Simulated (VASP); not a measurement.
Al3S4I, 8 atoms in the cell. The typed cell holds 8 atoms: a = 3.720 Å, b = 7.403 Å, c = 9.412 Å, α = 91.99°, β = 92.47°, γ = 89.79°. 

- Program: VASP 6.6.1
- Task: relaxation of cell and atoms
- Functional: PBE
- Potentials or basis: VASP PAW PBE potentials, release 64 (Al, S, I)
- Cutoff: 600 eV
- k mesh: 4 × 2 × 2
- Occupations: gaussian, width 0.1 eV
- Spin: no spin polarisation
- Dipole correction: no
- Further INCAR settings: ALGO = Normal; EDIFF = 1e-06; IBRION = 2; EDIFFG = -0.025; NSW = 80; ISIF = 3

Potentials or basis: VASP PAW PBE potentials, release 64 (Al, S, I).

Launch:

```sh
$ cat potpaw_PBE.64/Al/POTCAR potpaw_PBE.64/S/POTCAR potpaw_PBE.64/I/POTCAR > POTCAR
$ mpirun -np 1 vasp_std > vasp.out
```

Hardware: 1 thread of Intel(R) Xeon(R) 6975P-C (Granite Rapids), with other jobs on the host.

Task: Estimate the wall time of this run.

Result: Wall time 27 min on 1 thread of Intel(R) Xeon(R) 6975P-C (Granite Rapids) (shared host), peak memory 0.48 GiB. Counts: scf iterations 384, k points 12, ion steps 48.
